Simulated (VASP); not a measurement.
Write the native input for VASP 6.6.1 that does the following.

```
Task                   : relaxation of cell and atoms
Functional             : PBE
Dispersion             : D3(BJ)
Potentials or basis    : VASP PAW PBE potentials, release 64 (Li_sv, P)
Cutoff                 : 600 eV
k mesh                 : 6 × 6 × 2
Occupations            : gaussian, width 0.1 eV
Spin                   : no spin polarisation
Dipole correction      : no
Further INCAR settings : ALGO = Normal; EDIFF = 1e-06; IBRION = 2; EDIFFG = -0.04; NSW = 90; ISIF = 3
```

The structure of LiP2 lies in POSCAR:

```
LiP2
1.0
    3.8631835800      0.0000000000      0.0000000000
   -1.9315917900      3.3456151200      0.0000000000
    0.0000000000      0.0000000000     12.8259995800
Li P
2 4
Direct
    0.0000000000      0.0000000000      0.7012485900
    0.0000000000      0.0000000000      0.2987514100
    0.6666666700      0.3333333300      0.6227974500
    0.0000000000      0.0000000000      0.8772025500
    0.3333333300      0.6666666700      0.3772025500
    0.0000000000      0.0000000000      0.1227974500
```

One way to write it, as run:

INCAR

```
ALGO     = Normal         # electronic algorithm
EDIFF    = 1E-6           # SCF threshold, eV
EDIFFG   = -0.04          # ionic threshold
ENCUT    = 600            # plane-wave cutoff, eV
GGA      = PE             # functional
IBRION   = 2              # ionic algorithm
ISIF     = 3              # what is computed and relaxed
ISMEAR   = 0              # smearing method
IVDW     = 12             # dispersion correction
LASPH    = T              # aspherical terms in the spheres
LCHARG   = F              # write CHGCAR
LREAL    = F              # projectors in reciprocal space
LWAVE    = F              # write WAVECAR
NELM     = 100            # most SCF steps
NSW      = 90             # ionic steps
PREC     = Accurate       # precision mode
SIGMA    = 0.1            # smearing width, eV
```

KPOINTS

```
k-points
0
Gamma
  6 6 2
```

Potentials or basis: VASP PAW PBE potentials, release 64 (Li_sv, P).

Launch:

```bash
$ cat potpaw_PBE.64/Li_sv/POTCAR potpaw_PBE.64/P/POTCAR > POTCAR
$ mpirun -np 1 vasp_std > vasp.out
```

It gave:

| Quantity | Value |
| --- | --- |
| Relaxed volume | 16.35 Å³/atom |
| Relaxed cell | a = 3.117 Å, b = 3.117 Å, c = 11.662 Å, α = 90.00°, β = 90.00°, γ = 120.00° |
| Space group after relaxing (to 0.1 Å) | P-3m1 (No. 164) |
| Energy gained by relaxing | 1513.7 meV/atom |
| Ionic steps | 29 |
| Pressure after relaxing | 0.0 GPa |
| Largest force after relaxing | 0.030 eV/Å |
| Band gap on the k mesh | zero (bands 13 and 14 overlap by 3.01 eV) |
| Dispersion energy per atom | -0.344 eV |

Caveat: the cutoff is under 1.25 times the usual one of these potentials, so pressure, stress and relaxed cells hold a basis-set (Pulay) error; the volume moved by over 15 % at a fixed basis, so the end points are rough.

Wall time 14 min on 1 thread of Intel(R) Xeon(R) Platinum 8259CL CPU @ 2.50GHz (Skylake/Cascade Lake) (shared host), peak memory 0.36 GiB.
